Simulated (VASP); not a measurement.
Wanted: the native input for a VASP 6.6.1 run.

| Property | Result |
| --- | --- |
| Task | single point |
| Functional | PBEsol |
| Potentials or basis | VASP PAW PBE potentials, release 64 (Nd) |
| Cutoff | 520 eV |
| k mesh | 8 × 8 × 5 |
| Occupations | fermi-dirac, width 0.05 eV |
| Spin | collinear spin, ferromagnetic start |
| Starting moments | [3.0, 3.0] μB |
| Dipole correction | no |
| Further INCAR settings | ALGO = Normal; EDIFF = 1e-06; NBANDS = 25 |

The structure of Nd lies in POSCAR:

```
Nd
1.0
    2.9695278247      0.0000000000      0.0000000000
   -1.4847639124      2.5716865335      0.0000000000
    0.0000000000      0.0000000000      5.1591401327
Nd
2
Direct
    0.6666666667      0.3333333333      0.7500000000
    0.3333333333      0.6666666667      0.2500000000
```

These files were run (other wordings do the same):

INCAR

```
SYSTEM = Nd
PREC = Accurate
ENCUT = 520
EDIFF = 1E-6
ISMEAR = -1
SIGMA = 0.05
LREAL = .FALSE.
LASPH = .TRUE.
NELM = 150
ALGO = Normal
ISIF = 2
LWAVE = .FALSE.
LCHARG = .FALSE.
ISPIN = 2
MAGMOM = 3 3
LORBIT = 11
LMAXMIX = 6
GGA = PS
NBANDS = 25
```

KPOINTS

```
regular mesh
0
G
  8 8 5
  0 0 0
```

Potentials or basis: VASP PAW PBE potentials, release 64 (Nd).

Run with:

```sh
$ cat potpaw_PBE.64/Nd/POTCAR > POTCAR
$ mpirun -np 1 vasp_std > vasp.out
```

Results of the run:

The pressure is 10.4 GPa and the net moment is 6.70 μB per cell. The site moments are Nd +2.96 μB and the valence electrons inside the program's atomic spheres are Nd 11.58.

Caveat: the magnetic or orbital state may not be the lowest; the cell stands under pressure; the PAW data sets were made with another functional, which shifts forces and pressure a little.

Run time: 46 s on 1 thread of Intel(R) Xeon(R) 6975P-C (Granite Rapids) (shared host), peak memory 0.2 GiB.
